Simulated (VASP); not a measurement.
A run of VASP 6.6.1 is set up as follows.

The input INCAR:

```
AGGAC = 1.0
AGGAX = 1.0
ALDAC = 0.0
ALDAX = 1.0
ALGO = Normal
EDIFF = 1E-7
ENCUT = 520
GGA = B5
ISIF = 2
ISMEAR = -1
LASPH = T
LCHARG = F
LREAL = F
LWAVE = F
NBANDS = 16
NELM = 100
PREC = Accurate
SIGMA = 0.05
```

File KPOINTS:

```
k-points
0
Gamma
  10 10 5
```

Contents of POSCAR:

```
SiC
1.0
    3.1363290418      0.0000000000      0.0000000000
   -1.5681645209      2.7161406248      0.0000000000
    0.0000000000      0.0000000000      5.1470055276
Si C
2 2
Direct
    0.6666666667      0.3333333333      0.5000000000
    0.3333333333      0.6666666667      0.0000000000
    0.6666666667      0.3333333333      0.8850000000
    0.3333333333      0.6666666667      0.3850000000
```

Potentials or basis: VASP PAW PBE potentials, release 64 (Si, C).

The run is started by

```bash
$ cat potpaw_PBE.64/Si/POTCAR potpaw_PBE.64/C/POTCAR > POTCAR
$ mpirun -np 1 vasp_std > vasp.out
```

Q: Estimate the pressure.

A: -3.2 GPa.

Q: What does it give for the largest force?

A: 0.677 eV/Å.

Stress tensor (GPa, compression positive):
```
-2.59  0.00  0.00
 0.00 -2.59  0.00
 0.00  0.00 -4.42
```

Caveat: the PAW data sets were made with another functional, which shifts forces and pressure a little.
